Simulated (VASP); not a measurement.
AlNi: single point with PBE

The system is AlNi.

```
Al Ni
1.0
     0.00000   -2.89272    0.00000
     0.00000    0.00000   -2.89272
     9.87817   -0.24106   -0.24106
Al Ni
3 3
Direct
  0.94509 0.94509 0.65889
  0.99390 0.99390 0.07321
  0.96950 0.96950 0.36605
  0.43289 0.43289 0.80531
  0.48170 0.48170 0.21963
  0.45729 0.45729 0.51247
```

```yaml
Program: VASP 6.6.1
Task: single point
Functional: PBE
Potentials_or_basis: VASP PAW PBE potentials, release 64 (Al, Ni)
Cutoff: 520 eV
k_mesh: 15 × 15 × 5
Occupations: gaussian, width 0.15 eV
Spin: no spin polarisation
Dipole_correction: no
Further_INCAR_settings: ALGO = Fast; EDIFF = 1e-07; NBANDS = 28
```

| Property | Result |
| --- | --- |
| Pressure | -6.4 GPa |
| Largest force | 0.998 eV/Å |

Forces in eV/Å, atoms in the order of the input:
```
Al   0.732 -0.018 -0.018
Al  -0.998 -0.014 -0.014
Al   0.082  0.004  0.004
Ni   0.516  0.040  0.040
Ni  -0.204 -0.007 -0.007
Ni  -0.128 -0.004 -0.004
```

Stress tensor (GPa, compression positive):
```
-8.05  0.06  0.06
 0.06 -5.55  0.03
 0.06  0.03 -5.55
```

Levels at points of the mesh, in eV from the Fermi level:
```tsv
k point	band 16	band 17	band 18	band 19	band 20	band 21	band 22	band 23
(0.00, 0.00, 0.00)	-1.35	-1.04	-1.04	-0.69	-0.28	3.50	5.29	5.89
```

Wall time 17 min on 1 thread of Oxide Virtual Turin-like Processor (shared host), peak memory 0.61 GiB.

Spin polarisation is off, so any magnetic state and its effect on volume and gap are missing.
